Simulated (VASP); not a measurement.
## Sn: single point with LDA

Crystal: Sn.

```
Sn
1.0
     0.00000    3.31736    3.31736
     3.31736    0.00000    3.31736
     3.31736    3.31736    0.00000
Sn
2
Direct
  0.00000 0.00000 0.00000
  0.25000 0.25000 0.25000
```

```
Program                : VASP 6.6.1
Task                   : single point
Functional             : LDA
Potentials or basis    : VASP PAW LDA potentials, release 64 (Sn_d)
Cutoff                 : 520 eV
k mesh                 : 6 × 6 × 6
Occupations            : gaussian, width 0.1 eV
Spin                   : no spin polarisation
Dipole correction      : no
Further INCAR settings : ALGO = Normal; EDIFF = 1e-07; NBANDS = 21
```

- Pressure: -2.7 GPa
- Band gap on the k mesh: zero (band 14 reaches 4.78 eV, above the bottom of band 15 at 4.47 eV)

Levels at points of the mesh, in eV from the Fermi level:
```
           k point  band 12  band 13  band 14  band 15  band 16  band 17
(0.00, 0.00, 0.00)    -1.05     0.28     0.28     0.28     2.33     2.33
(0.50, 0.00, 0.00)    -5.91    -0.82    -0.82    -0.03     3.38     3.38
(0.50, 0.50, 0.00)    -7.15    -2.06    -2.06     1.02     1.02     7.43
```

Wall time 37 s on 1 thread of Intel Xeon 8259CL, with other jobs on the host, peak memory 0.17 GiB.

Caveat: spin-orbit coupling is left out, which moves the levels of the heavy elements.
